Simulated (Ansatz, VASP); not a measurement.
Ni2Ge: VASP beside Ansatz

```xyz
6
Lattice="3.9781 0.0000 0.0000 -1.9891 3.4452 0.0000 0.0000 0.0000 5.0374" Properties=species:S:1:pos:R:3 pbc="T T T"
Ni    1.9891    1.1484    1.2593
Ni    0.0000    2.2968    3.7780
Ni    0.0000    0.0000    0.0000
Ni    0.0000    0.0000    2.5187
Ge    1.9891    1.1484    3.7780
Ge    0.0000    2.2968    1.2593
```

Alike in both runs: functional r2SCAN; k mesh 12 × 12 × 8; occupations gaussian, width 0.1 eV; no spin polarisation.

Ansatz relaxed the structure, and its values are those at the end. VASP's run is a single point on that final structure, the one shown.

|  | VASP | Ansatz |
| --- | --- | --- |
| version | VASP 6.6.1 | Ansatz 0.2.0 |
| potentials or method | VASP PAW PBE potentials, release 64 (Ni, Ge_d), cutoff 520 eV | scalar-relativistic, plane waves, PAW |
| valence electrons in the cell | 68 | 100 |

Ansatz gave:

| Item | Value |
| --- | --- |
| gap on the k mesh at the Fermi level (eV) | none |
| pressure (GPa) | 0.0 |

**Question.** Estimate VASP's values.

**Answer.** gap on the k mesh at the Fermi level (eV): none; pressure (GPa): 0.2.

VASP's potentials were made for PBE, not for r2SCAN. A gap of «none» marks a metal or a gap that the smearing closes. VASP's potentials hold 68 valence electrons a cell and Ansatz's 100, so a difference there can come from the potentials and not from the codes.
